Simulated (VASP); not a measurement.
Input of a VASP 6.6.1 run:

INCAR

```
SYSTEM = S
  PREC = Accurate
  ENCUT = 520
  EDIFF = 1E-7
  ISMEAR = -1
  SIGMA = 0.05
  LREAL = .FALSE.
  LASPH = .TRUE.
  NELM = 100
  ALGO = Normal
  ISIF = 2
  LWAVE = .FALSE.
  LCHARG = .FALSE.
  GGA = PE
  IVDW = 13
  NBANDS = 13
```

Contents of KPOINTS:

```
Automatic mesh
0
G
  17 17 9
  0 0 0
```

The input POSCAR:

```
S
1.0
    3.2782213938      0.0000000000      0.0000000000
   -1.6391106969      2.8390230063      0.0000000000
    0.0000000000      0.0000000000      3.4889854228
S
2
Direct
    0.3333333333      0.6666666667      0.2500000000
    0.6666666667      0.3333333333      0.7500000000
```

Potentials or basis: VASP PAW PBE potentials, release 64 (S).

Launch:

```bash
$ cat potpaw_PBE.64/S/POTCAR > POTCAR
$ mpirun -np 1 vasp_std > vasp.out
```

Estimate the pressure.

-0.2 GPa.

Estimate the dispersion energy per atom.

-0.396 eV.

Estimate the band gap on the k mesh.

zero (band 6 reaches 8.41 eV, above the bottom of band 7 at 6.34 eV).

Caveat: pairwise dispersion overbinds metals, which lowers pressure and volume.
